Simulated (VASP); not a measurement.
Write the native input for VASP 6.6.1 that does the following.

```
Task                   : single point
Functional             : PBE
Dispersion             : D3(BJ)
Potentials or basis    : VASP PAW PBE potentials, release 64 (N)
Cutoff                 : 520 eV
k mesh                 : 7 × 7 × 2
Occupations            : gaussian, width 0.05 eV
Spin                   : no spin polarisation
Dipole correction      : no
Further INCAR settings : ALGO = Normal; EDIFF = 1e-07; NBANDS = 30
```

The structure of N lies in POSCAR:

```
N
1.0
   -3.8165516810      0.0000000000      0.0000000000
   -1.9082758405     -3.3052307106      0.0000000000
    0.0000000000      0.0000000000     20.8290392674
N
8
Direct
    0.3333333333      0.3333333333      0.6494048064
    0.3333333333      0.3333333333      0.2934344931
    0.3333333333      0.3333333333      0.5964912901
    0.3333333333      0.3333333333      0.2405209768
    0.6666666667      0.6666666667      0.1154493365
    0.6666666667      0.6666666667      0.4714196498
    0.6666666667      0.6666666667      0.0625358202
    0.6666666667      0.6666666667      0.4185061334
```

This cell differs from its parent crystal: the distance across one plane changed.

These files were run (other wordings do the same):

INCAR

```
SYSTEM = N
PREC = Accurate
ENCUT = 520
EDIFF = 1E-7
ISMEAR = 0
SIGMA = 0.05
LREAL = .False.
LASPH = .True.
NELM = 80
ALGO = Normal
ISIF = 2
LWAVE = .False.
LCHARG = .False.
GGA = PE
IVDW = 12
NBANDS = 30
```

KPOINTS

```
regular mesh
0
Gamma
  7 7 2
  0 0 0
```

Potentials or basis: VASP PAW PBE potentials, release 64 (N).

Launch:

```bash
$ cat potpaw_PBE.64/N/POTCAR > POTCAR
$ mpirun -np 1 vasp_std > vasp.out
```

It gave:

* Largest force: 1.754 eV/Å
* Band gap on the k mesh: 7.25 eV (least direct gap 7.31 eV)
* Dispersion energy per atom: -0.046 eV

Caveat: the cell differs from its parent crystal (the distance across one plane changed); the standard files for N, O and F lose accuracy on very short bonds; there is no dipole correction, which matters where the two faces differ.

Run time: 3.4 min on 1 thread of Oxide Virtual Turin-like Processor, on a shared host, peak memory 0.33 GiB.
